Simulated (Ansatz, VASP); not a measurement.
## One calculation of Be3TeF4, two programs

The input INCAR:

```
ALGO     = Normal         # electronic algorithm
EDIFF    = 1E-7           # SCF threshold, eV
ENCUT    = 520            # plane-wave cutoff, eV
GGA      = PE             # functional
ISIF     = 2              # what is computed and relaxed
ISMEAR   = 0              # smearing method
LASPH    = T              # aspherical terms in the spheres
LCHARG   = F              # write CHGCAR
LREAL    = F              # projectors in reciprocal space
LWAVE    = F              # write WAVECAR
NBANDS   = 30             # bands
NELM     = 100            # most SCF steps
PREC     = Accurate       # precision mode
SIGMA    = 0.1            # smearing width, eV
```

KPOINTS

```
k-points
0
Gamma
  4 4 4
```

Contents of POSCAR:

```
Be3TeF4
1.0
    4.5193960000      0.0000000000      0.0000000000
    1.9629320000      5.4830331000      0.0000000000
    1.9972005000      0.9290273000      5.6757144000
Be Te F
3 1 4
Direct
    0.1398960000      0.6376760000      0.1619850000
    0.8951650000      0.0172540000      0.4515730000
    0.6051680000      0.9078320000      0.9695180000
    0.3897040000      0.1905760000      0.2673900000
    0.8445080000      0.6708510000      0.0710860000
    0.7659830000      0.0259140000      0.7172390000
    0.3369380000      0.8014430000      0.9630340000
    0.0226370000      0.7484530000      0.3981750000
```

Input for Ansatz:

```yaml
crystal:
  lattice:
    - [4.519396, 0.0, 0.0]
    - [1.962932, 5.4830331, 0.0]
    - [1.9972005, 0.9290273, 5.6757144]
  atoms:
    - { symbol: Be, position: [0.139896, 0.637676, 0.161985] }
    - { symbol: Be, position: [0.895165, 0.017254, 0.451573] }
    - { symbol: Be, position: [0.605168, 0.907832, 0.969518] }
    - { symbol: Te, position: [0.389704, 0.190576, 0.26739] }
    - { symbol: F, position: [0.844508, 0.670851, 0.071086] }
    - { symbol: F, position: [0.765983, 0.025914, 0.717239] }
    - { symbol: F, position: [0.336938, 0.801443, 0.963034] }
    - { symbol: F, position: [0.022637, 0.748453, 0.398175] }
basis:
  ecutwfc: 420
kpoints:
  mp_grid: { grid: [4, 4, 4] }
hamiltonian:
  xc: pbe
scf:
  occupations: { method: gaussian, width: 0.1 }
  lower_state_search: "off"
output:
  forces: true
  stress: true
  eigenvalues: true
```

Alike in both runs: task single point; functional PBE; k mesh 4 × 4 × 4; occupations gaussian, width 0.1 eV; no spin polarisation.

|  | VASP | Ansatz |
| --- | --- | --- |
| version | VASP 6.6.1 | Ansatz 0.2.0 |
| potentials or method | VASP PAW PBE potentials, release 64 (Be, Te, F), cutoff 520 eV | scalar-relativistic, plane waves, PAW |
| valence electrons in the cell | 40 | 50 |

```csv
,VASP,Ansatz,Ansatz less VASP
gap on the k mesh at the Fermi level (eV),3.91,3.92,+0.008
least direct gap on the mesh (eV),3.91,3.92,+0.008
pressure (GPa),0.1,0.0,-0.05
"traceless stress, the component that is largest in VASP (GPa)",0.06,0.05,-0.011
rms of the force components (eV/Å),0.020,0.002,-0.0178
```

Atom by atom the forces differ by 0.020 eV/Å (rms over components). VASP's potentials hold 40 valence electrons a cell and Ansatz's 50, so a difference there can come from the potentials and not from the codes.

Neither program's run includes spin-orbit coupling.
